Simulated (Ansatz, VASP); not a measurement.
**Ba2ZrO3 in VASP and in Ansatz**

File INCAR:

```
PREC = Accurate ; ENCUT = 520
EDIFF = 1E-6 ; ISMEAR = 0
SIGMA = 0.1 ; LREAL = F
LASPH = T ; NELM = 150
ALGO = Normal ; ISIF = 2
LWAVE = F ; LCHARG = F
ISPIN = 2 ; MAGMOM = 0 0 1 0 0 0
LORBIT = 11 ; LMAXMIX = 4
GGA = PE ; NBANDS = 38
```

File KPOINTS:

```
regular mesh
0
Gamma
  6 6 2
```

The input POSCAR:

```
Ba2ZrO3
1.0
    3.1069064007      0.0000000000      0.0000000000
    0.0000000000      3.1069064007      0.0000000000
    0.0000000000      0.0000000000      9.7181597724
Ba Zr O
2 1 3
Direct
    0.5000000000      0.5000000000      0.3316040517
    0.5000000000      0.5000000000      0.6683959483
    0.5000000000      0.5000000000      0.0000000000
    0.0000000000      0.0000000000      0.8679346209
    0.0000000000      0.0000000000      0.1320653791
    0.0000000000      0.0000000000      0.5000000000
```

Input for Ansatz:

```yaml
crystal:
  lattice:
    - [3.1069064007, 0.0, 0.0]
    - [0.0, 3.1069064007, 0.0]
    - [0.0, 0.0, 9.7181597724]
  atoms:
    - { symbol: Ba, position: [0.5, 0.5, 0.3316040517] }
    - { symbol: Ba, position: [0.5, 0.5, 0.6683959483] }
    - { symbol: Zr, position: [0.5, 0.5, 0.0], spin: 1.0 }
    - { symbol: O, position: [0.0, 0.0, 0.8679346209] }
    - { symbol: O, position: [0.0, 0.0, 0.1320653791] }
    - { symbol: O, position: [0.0, 0.0, 0.5] }
basis:
  ecutwfc: 420
kpoints:
  mp_grid: { grid: [6, 6, 2] }
hamiltonian:
  xc: pbe
scf:
  occupations: { method: gaussian, width: 0.1 }
  lower_state_search: "off"
output:
  forces: true
  stress: true
  eigenvalues: true
  populations: true
magnetization:
  spin_polarized: true
```

Change from the starting cell: species swapped into the Li3Tl2Cd type (P4/mmm, No. 123).

Alike in both runs: task single point; functional PBE; k mesh 6 × 6 × 2; occupations gaussian, width 0.1 eV; collinear spin.

|  | VASP | Ansatz |
| --- | --- | --- |
| version | VASP 6.6.1 | Ansatz 0.2.0 |
| potentials or method | VASP PAW PBE potentials, release 64 (Ba_sv, Zr_sv, O), cutoff 520 eV | scalar-relativistic, plane waves, PAW |
| valence electrons in the cell | 50 | 50 |

Ansatz gave:

| Property | Result |
| --- | --- |
| gap on the k mesh at the Fermi level (eV) | none |
| pressure (GPa) | -0.3 |
| traceless stress, the component that is largest in VASP (GPa) | -0.32 |
| rms of the force components (eV/Å) | 0.008 |
| net moment per atom (μB) | 0.05 |
| size of the moment on the site where the two differ most (μB) | 0.16 |

Question: Which values does VASP return?

Answer: gap on the k mesh at the Fermi level (eV): none; pressure (GPa): 2.5; traceless stress, the component that is largest in VASP (GPa): -0.22; rms of the force components (eV/Å): 0.054; net moment per atom (μB): 0.05; size of the moment on the site where the two differ most (μB): 0.20.

Site moments also hang on the region over which each program counts them. Atom by atom the forces differ by 0.047 eV/Å (rms over components). A gap of «none» marks a metal or a gap that the smearing closes. The functional is the same, so the differences come from potentials, cutoffs and numerics.

Neither program's run includes spin-orbit coupling.
